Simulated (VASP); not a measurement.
# SnO2 in VASP: notebook, part 2 of 2

VASP 6.6.1.

## 4. Single point, PBE

This run uses another cell than the first one, of 11.95 Å³/atom, 1.042 times its volume.

INCAR reads:

```
SYSTEM = SnO2
PREC     = Accurate       ! precision mode
ENCUT    = 520            ! plane-wave cutoff, eV
EDIFF    = 1E-6           ! SCF threshold, eV
ISMEAR   = 0              ! smearing method
SIGMA    = 0.02           ! smearing width, eV
LREAL    = .False.        ! projectors in reciprocal space
LASPH    = .True.         ! aspherical terms in the spheres
NELM     = 60             ! most SCF steps
ALGO     = Normal         ! electronic algorithm
ISIF     = 2              ! what is computed and relaxed
LWAVE    = .False.        ! write WAVECAR
LCHARG   = .False.        ! write CHGCAR
GGA      = PE             ! functional
NBANDS   = 35             ! bands
```

KPOINTS reads:

```
Automatic mesh
0
Gamma
  6 6 8
  0 0 0
```

POSCAR reads:

```
SnO2
1.0
    4.7260358365      0.0000000000      0.0000000000
    0.0000000000      4.7262981225      0.0000000000
    0.0000000000      0.0000000000      3.2086388443
Sn O
2 4
Direct
    0.5000000000      0.5000000000      0.5000000000
    0.0000000000      0.0000000000      0.0000000000
    0.3056816078      0.3057626374      0.0000000000
    0.8056816078      0.1942373626      0.5000000000
    0.1943183922      0.8057626374      0.5000000000
    0.6943183922      0.6942373626      0.0000000000
```

Potentials or basis: VASP PAW PBE potentials, release 64 (Sn_d, O).

Launch:

```
cat potpaw_PBE.64/Sn_d/POTCAR potpaw_PBE.64/O/POTCAR > POTCAR
mpirun -np 1 vasp_std > vasp.out
```

OUTCAR:

```text
SYSTEM = SnO2
   PREC = Accurate
   ENCUT = 520
   EDIFF = 1E-6
   ISMEAR = 0
   LREAL = .False.
   LASPH = .True.
   NELM = 60
   ISIF = 2
   GGA = PE

 ion  position               nearest neighbor table
   1  0.500  0.500  0.500-   4 2.04   5 2.04   3 2.06   6 2.06   3 2.06   6 2.06   2 3.71   2 3.71
                             2 3.71   2 3.71   2 3.71   2 3.71   2 3.71   2 3.71
   2  0.000  0.000  0.000-   3 2.04   6 2.04   5 2.06   4 2.06   4 2.06   5 2.06   1 3.71   1 3.71
                             1 3.71   1 3.71   1 3.71   1 3.71   1 3.71   1 3.71
   3  0.306  0.306  0.000-   2 2.04   1 2.06   1 2.06
   4  0.806  0.194  0.500-   1 2.04   2 2.06   2 2.06
   5  0.194  0.806  0.500-   1 2.04   2 2.06   2 2.06
   6  0.694  0.694  0.000-   2 2.04   1 2.06   1 2.06

  LATTYP: Found a simple orthorhombic cell.
 ALAT       =     3.2086388443
 B/A-ratio  =     1.4729098742
 C/A-ratio  =     1.4729916179

  Lattice vectors:

 A1 = (   0.0000000000,   0.0000000000,   3.2086388443)
 A2 = (   4.7260358365,   0.0000000000,   0.0000000000)
 A3 = (   0.0000000000,   4.7262981225,   0.0000000000)

Analysis of symmetry for initial positions (statically):
=====================================================================
 Subroutine PRICEL returns:
 Original cell was already a primitive cell.

 Routine SETGRP: Setting up the symmetry group for a
 simple orthorhombic supercell.

 Subroutine GETGRP returns: Found  8 space group operations
 (whereof  4 operations were pure point group operations)
 out of a pool of  8 trial point group operations.

The static configuration has the point symmetry C_2h.
 The point group associated with its full space group is D_2h.

Analysis of symmetry for dynamics (positions and initial velocities):
=====================================================================
 Subroutine PRICEL returns:
 Original cell was already a primitive cell.

 Routine SETGRP: Setting up the symmetry group for a
 simple orthorhombic supercell.

 Subroutine GETGRP returns: Found  8 space group operations
 (whereof  4 operations were pure point group operations)
 out of a pool of  8 trial point group operations.

The dynamic configuration has the point symmetry C_2h.
 The point group associated with its full space group is D_2h.

 Subroutine INISYM returns: Found  8 space group operations
 (whereof  4 operations are pure point group operations),
 and found     1 'primitive' translations

----------------------------------------------------------------------------------------

                                     Primitive cell

  volume of cell :      71.6703

  direct lattice vectors                    reciprocal lattice vectors
     4.726035837  0.000000000  0.000000000     0.211593825  0.000000000  0.000000000
     0.000000000  4.726298123  0.000000000     0.000000000  0.211582083  0.000000000
     0.000000000  0.000000000  3.208638844     0.000000000  0.000000000  0.311658634

  length of vectors
     4.726035837  4.726298123  3.208638844     0.211593825  0.211582083  0.311658634

  position of ions in fractional coordinates (direct lattice)
     0.500000000  0.500000000  0.500000000
     0.000000000  0.000000000  0.000000000
     0.305681608  0.305762637  0.000000000
     0.805681608  0.194237363  0.500000000
[... 41 lines left out ...]
  0.166667  0.000000  0.000000      2.000000
  0.333333  0.000000  0.000000      2.000000
  0.500000  0.000000  0.000000      1.000000
  0.000000  0.166667  0.000000      2.000000
  0.166667  0.166667  0.000000      4.000000
[... 16 lines left out ...]
  0.333333  0.166667  0.125000      8.000000
  0.500000  0.166667  0.125000      4.000000
 [... further k-points ...]
   k-points           NKPTS =     80   k-points in BZ     NKDIM =     80   number of bands    NBANDS=     35
   number of dos      NEDOS =    301   number of ions     NIONS =      6
   total plane-waves  NPLWV =  31104
   dimension x,y,z NGX =    36 NGY =   36 NGZ =   24
   dimension x,y,z NGXF=    72 NGYF=   72 NGZF=   48
   ions per type =               2   4
   NGX,Y,Z   is equivalent  to a cutoff of  12.66, 12.66, 12.43 a.u.
   NGXF,Y,Z  is equivalent  to a cutoff of  25.33, 25.33, 24.87 a.u.
 SYSTEM =  SnO2
   PREC   = accura    normal or accurate (medium, high low for compatibility)
   ISTART =      0    job   : 0-new  1-cont  2-samecut
   ICHARG =      2    charge: 1-file 2-atom 10-const
   ISPIN  =      1    spin polarized calculation?
   LNONCOLLINEAR =      F non collinear calculations
   LSORBIT =      F    spin-orbit coupling
   LASPH  =      T    aspherical Exc in radial PAW
   ENCUT  =  520.0 eV  38.22 Ry    6.18 a.u.   8.79  8.79  5.97*2*pi/ulx,y,z
   NELM   =     60;   NELMIN=  2; NELMDL= -5     # of ELM steps
   EDIFF  = 0.1E-05   stopping-criterion for ELM
   LREAL  =      F    real-space projection
   EDIFFG = 0.1E-04   stopping-criterion for IOM
   NSW    =      0    number of steps for IOM
   IBRION =     -1    ionic relax: 0-MD 1-quasi-New 2-CG
   NFREE  =      0    steps in history (QN), initial steepest desc. (CG)
   ISIF   =      2    stress and relaxation
   ISYM   =      2    0-nonsym 1-usesym 2-fastsym
   POTIM  = 0.5000    time-step for ionic-motion
   TEBEG  =    0.0;   TEEND  =   0.0 temperature during run
   PSTRESS=    0.0 pullay stress
   NELECT =      52.0000    total number of electrons
   NUPDOWN=      -1.0000    fix difference up-down
   EMIN   =  10.00;   EMAX   =-10.00  energy-range for DOS
   EFERMI =   0.00;   METHOD = LEGACY
   ISMEAR =     0;   SIGMA  =   0.02  broadening in eV -4-tet -1-fermi 0-gaus
   EFERMI_NEDOS =   21; number of points for ismear=-14 and -15
   IALGO  =     38    algorithm
   IMIX   =      4    mixing-type and parameters
     AMIX     =   0.40;   BMIX     =  1.00
     AMIX_MAG =   1.60;   BMIX_MAG =  1.00
  volume/ion in A,a.u.               =      11.95        80.61
  Fermi-wavevector in a.u.,A,eV,Ry     =   1.471057  2.779895 29.443143  2.164010
  Thomas-Fermi vector in A             =   2.586239
   LORBIT       =      0    0 simple, 1 ext, 2 COOP (PROOUT), +10 PAW based schemes
   GGA     = PE    functional components
   LHFCALC =     F    Hartree Fock is set to
   AEXX    =    0.0000 exact exchange contribution
   IVDW    =     0    specifies the selected vdW correction
   LEPSILON=     F    determine dielectric tensor
   LRPA    =     F    only Hartree local field effects (RPA)
 non-spin polarized calculation
 Gauss-broadening in eV      SIGMA  =   0.02
  energy-cutoff  :      520.00
  volume of cell :       71.67
 maximum number of plane-waves:      1960
 NGX is ok and might be reduce to    36
   NGX = 17   NGY = 17   NGZ = 11

 number of electron      51.9999994 magnetization

 Free energy of the ion-electron system (eV)
  ---------------------------------------------------
  ext. energy  EPLUGINS =         0.00000000
  ---------------------------------------------------
  free energy    TOTEN  =       -37.18009826 eV

  energy without entropy =      -37.18009826  energy(sigma->0) =      -37.18009826

 E-fermi :   6.2154     XC(G=0): -11.2541

 val. band max:        6.1281712680   @ k =   0.0000   0.0000   0.0000
 cond. band min:       7.3183375341   @ k =   0.0000   0.0000   0.0000
 fundamental gap:      1.1901662661
 Fermi energy:         6.2154061034

 k-point     1 :       0.0000    0.0000    0.0000
  band No.  band energies     occupation
      1     -14.9774      2.00000
      2     -14.1664      2.00000
      3     -13.9356      2.00000
      4     -13.9088      2.00000
      5     -13.9087      2.00000
      6     -13.8602      2.00000
[... 901 lines left out ...]
     34      18.5330      0.00000
     35      18.6423      0.00000

 [... further k-points ...]

------------------------ aborting loop because EDIFF is reached ----------------------------------------

  FORCE on cell =-STRESS in cart. coord.  units (eV):
  Direction    XX          YY          ZZ          XY          YZ          ZX
  --------------------------------------------------------------------------------------
  -------------------------------------------------------------------------------------
  Total        4.7183835      4.7180680      4.8795633      0.0000000      0.0000000      0.0000000
  in kB      105.4787219    105.4716693    109.0818714      0.0000000      0.0000000      0.0000000
  external PRESSURE =     106.6774209 kB  Pullay stress =       0.0000000 kB

 VOLUME and BASIS-vectors are now :
 -----------------------------------------------------------------------------
  energy-cutoff  :      520.00
  volume of cell :       71.67
      direct lattice vectors                 reciprocal lattice vectors
     4.726035837  0.000000000  0.000000000     0.211593825  0.000000000  0.000000000
     0.000000000  4.726298123  0.000000000     0.000000000  0.211582083  0.000000000
     0.000000000  0.000000000  3.208638844     0.000000000  0.000000000  0.311658634

 POSITION                                       TOTAL-FORCE (eV/Angst)
 -----------------------------------------------------------------------------------
      2.36302      2.36315      1.60432         0.000000     -0.000000      0.000000
      0.00000      0.00000      0.00000         0.000000     -0.000000      0.000000
      1.44466      1.44513      0.00000        -0.010794     -0.010804     -0.000000
      3.80768      0.91802      1.60432        -0.010794      0.010804     -0.000000
      0.91836      3.80827      1.60432         0.010794     -0.010804      0.000000
      3.28137      3.28117      0.00000         0.010794      0.010804      0.000000
 -----------------------------------------------------------------------------------
    total drift:                                0.000000      0.000000      0.000000

  FREE ENERGIE OF THE ION-ELECTRON SYSTEM (eV)
  ---------------------------------------------------
  free  energy   TOTEN  =       -37.1800982587 eV

  energy  without entropy=      -37.1800982587  energy(sigma->0) =      -37.18009826
```

Wall time 54 s (1 thread of Intel Xeon 6975P-C (Granite Rapids), shared host); peak memory 0.27 GiB.

Results:

* Free energy: -37.1801 eV
* Pressure: 10.7 GPa
* Largest force: 0.015 eV/Å
* Band gap on the k mesh: 1.19 eV, direct

Forces on the atoms (eV/Å):
```
Sn   0.000  0.000  0.000
Sn   0.000  0.000  0.000
O   -0.011 -0.011  0.000
O   -0.011  0.011  0.000
O    0.011 -0.011  0.000
O    0.011  0.011  0.000
```

Caveat: spin-orbit coupling is left out, which moves the levels of the heavy elements.

## 5. Single point, PBE

This run uses another cell than the first one, of 12.24 Å³/atom, 1.068 times its volume.

INCAR reads:

```
ALGO = Normal
EDIFF = 1E-6
ENCUT = 520
GGA = PE
ISIF = 2
ISMEAR = 0
LASPH = T
LCHARG = F
LREAL = F
LWAVE = F
NBANDS = 35
NELM = 100
PREC = Accurate
SIGMA = 0.02
```

KPOINTS reads:

```
k-points
0
Gamma
  6 6 8
```

POSCAR reads:

```
SnO2
1.0
    4.7727946952      0.0000000000      0.0000000000
    0.0000000000      4.7729871010      0.0000000000
    0.0000000000      0.0000000000      3.2228965900
Sn O
2 4
Direct
    0.5000000000      0.5000000000      0.5000000000
    0.0000000000      0.0000000000      0.0000000000
    0.3060065503      0.3060936270      0.0000000000
    0.8060065503      0.1939063730      0.5000000000
    0.1939934497      0.8060936270      0.5000000000
    0.6939934497      0.6939063730      0.0000000000
```

Potentials or basis: VASP PAW PBE potentials, release 64 (Sn_d, O).

Launch:

```
cat potpaw_PBE.64/Sn_d/POTCAR potpaw_PBE.64/O/POTCAR > POTCAR
mpirun -np 1 vasp_std > vasp.out
```

OUTCAR:

```text
EDIFF = 1E-6
   ENCUT = 520
   GGA = PE
   ISIF = 2
   ISMEAR = 0
   LASPH = T
   LREAL = F
   NELM = 100
   PREC = Accurate

 ion  position               nearest neighbor table
   1  0.500  0.500  0.500-   4 2.07   5 2.07   3 2.08   6 2.08   3 2.08   6 2.08   2 3.74   2 3.74
                             2 3.74   2 3.74   2 3.74   2 3.74   2 3.74   2 3.74
   2  0.000  0.000  0.000-   3 2.07   6 2.07   5 2.08   4 2.08   4 2.08   5 2.08   1 3.74   1 3.74
                             1 3.74   1 3.74   1 3.74   1 3.74   1 3.74   1 3.74
   3  0.306  0.306  0.000-   2 2.07   1 2.08   1 2.08
[... 1126 lines left out ...]
  -------------------------------------------------------------------------------------
  Total        2.5306604      2.5308611      2.6779717     -0.0000000      0.0000000      0.0000000
  in kB       55.2249166     55.2292965     58.4395922     -0.0000000      0.0000000      0.0000000
  external PRESSURE =      56.2979351 kB  Pullay stress =       0.0000000 kB

 VOLUME and BASIS-vectors are now :
 -----------------------------------------------------------------------------
  energy-cutoff  :      520.00
  volume of cell :       73.42
      direct lattice vectors                 reciprocal lattice vectors
     4.772794695  0.000000000  0.000000000     0.209520850  0.000000000  0.000000000
     0.000000000  4.772987101  0.000000000     0.000000000  0.209512404  0.000000000
     0.000000000  0.000000000  3.222896590     0.000000000  0.000000000  0.310279890

 POSITION                                       TOTAL-FORCE (eV/Angst)
 -----------------------------------------------------------------------------------
      2.38640      2.38649      1.61145         0.000000      0.000000      0.000000
      0.00000      0.00000      0.00000         0.000000      0.000000      0.000000
      1.46051      1.46098      0.00000        -0.010092     -0.010229     -0.000000
      3.84690      0.92551      1.61145        -0.010092      0.010229      0.000000
      0.92589      3.84747      1.61145         0.010092     -0.010229      0.000000
      3.31229      3.31201      0.00000         0.010092      0.010229      0.000000
 -----------------------------------------------------------------------------------
    total drift:                               -0.000000      0.000000      0.000000

  FREE ENERGIE OF THE ION-ELECTRON SYSTEM (eV)
  ---------------------------------------------------
  free  energy   TOTEN  =       -37.2702447733 eV

  energy  without entropy=      -37.2702447733  energy(sigma->0) =      -37.27024477
```

It took 72 s on 1 thread of Intel Xeon 6975P-C (Granite Rapids), shared host; peak memory 0.28 GiB.

Results:

```
Free energy            : -37.2702 eV
Pressure               : 5.6 GPa
Largest force          : 0.014 eV/Å
Band gap on the k mesh : 0.94 eV, direct
```

Forces in eV/Å, atoms in the order of the input:
```
Sn   0.000  0.000  0.000
Sn   0.000  0.000  0.000
O   -0.010 -0.010  0.000
O   -0.010  0.010  0.000
O    0.010 -0.010  0.000
O    0.010  0.010  0.000
```

Caveat: spin-orbit coupling is left out, which moves the levels of the heavy elements. PBE gaps usually lie below the measured ones, often by a third to a half.

## 6. Single point, PBE

This run uses another cell than the first one, of 12.24 Å³/atom, 1.068 times its volume.

INCAR reads:

```
SYSTEM = SnO2
ALGO = Normal
EDIFF = 1E-7
ENCUT = 520
GGA = PE
ISIF = 2
ISMEAR = 0
LASPH = .True.
LCHARG = .False.
LREAL = .False.
LWAVE = .False.
NBANDS = 35
NELM = 60
PREC = Accurate
SIGMA = 0.02
```

KPOINTS reads:

```
k-points
0
Gamma
  6 6 8
  0 0 0
```

POSCAR is that of step 5.

Potentials or basis: VASP PAW PBE potentials, release 64 (Sn_d, O).

Launch:

```
cat potpaw_PBE.64/Sn_d/POTCAR potpaw_PBE.64/O/POTCAR > POTCAR
mpirun -np 1 vasp_std > vasp.out
```

Run time: 68 s. Hardware: 1 thread of Intel Xeon 6975P-C (Granite Rapids), shared host; peak memory 0.28 GiB.

Results (log left out):

| Property | Result |
| --- | --- |
| Free energy | -37.2702 eV |
| Pressure | 5.6 GPa |
| Largest force | 0.014 eV/Å |
| Band gap on the k mesh | 0.94 eV, direct |

Forces in eV/Å, atoms in the order of the input:
```
Sn   0.000  0.000  0.000
Sn   0.000  0.000  0.000
O   -0.010 -0.010  0.000
O   -0.010  0.010  0.000
O    0.010 -0.010  0.000
O    0.010  0.010  0.000
```

Stress tensor (GPa, compression positive):
```
5.52 0.00 0.00
0.00 5.52 0.00
0.00 0.00 5.84
```

Levels at points of the mesh, in eV from the valence-band top:
```
           k point  band 23  band 24  band 25  band 26  band 27  band 28  band 29  band 30
(0.00, 0.00, 0.00)    -1.26    -0.76    -0.76     0.00     0.94     5.91     6.16     6.16
(0.50, 0.00, 0.00)    -1.21    -1.21    -0.61    -0.61     4.16     4.16     6.92     6.92
(0.00, 0.50, 0.00)    -1.21    -1.21    -0.61    -0.61     4.16     4.16     6.92     6.92
(0.50, 0.50, 0.00)    -1.34    -1.34    -0.87    -0.87     4.55     4.55     7.32     7.32
(0.00, 0.00, 0.50)    -1.60    -1.60    -1.22    -1.22     5.88     5.88     9.58     9.58
(0.50, 0.00, 0.50)    -1.06    -1.06    -0.72    -0.72     6.16     6.16     7.86     7.86
(0.00, 0.50, 0.50)    -1.06    -1.06    -0.72    -0.72     6.16     6.16     7.86     7.86
(0.50, 0.50, 0.50)    -0.93    -0.93    -0.80    -0.80     4.59     4.59     8.78     8.78
```

Caveat: spin-orbit coupling is left out, which moves the levels of the heavy elements. Expect the measured gap to be larger: semilocal functionals such as PBE lack the derivative discontinuity.

## 7. The runs side by side

```tsv
cell	gap on the mesh (eV)	pressure (GPa)	largest force (eV/Å)
a = 4.647, b = 4.647, c = 3.184 Å, 6 atoms	1.66	20.8	0.01
a = 4.726, b = 4.726, c = 3.209 Å, 6 atoms	1.19	10.7	0.02
a = 4.773, b = 4.773, c = 3.223 Å, 6 atoms	0.94	5.6	0.01
```

Alike in all rows: task single point; level PBE; potentials or basis VASP PAW PBE potentials, release 64 (Sn_d, O); no spin polarisation; k mesh 6 × 6 × 8; cutoff (eV) 520; smearing gaussian 0.02 eV.

Caveats: spin-orbit coupling is left out, which moves the levels of the heavy elements.

Total energies depend on the potentials used, so only differences within one code and one set of settings carry meaning.
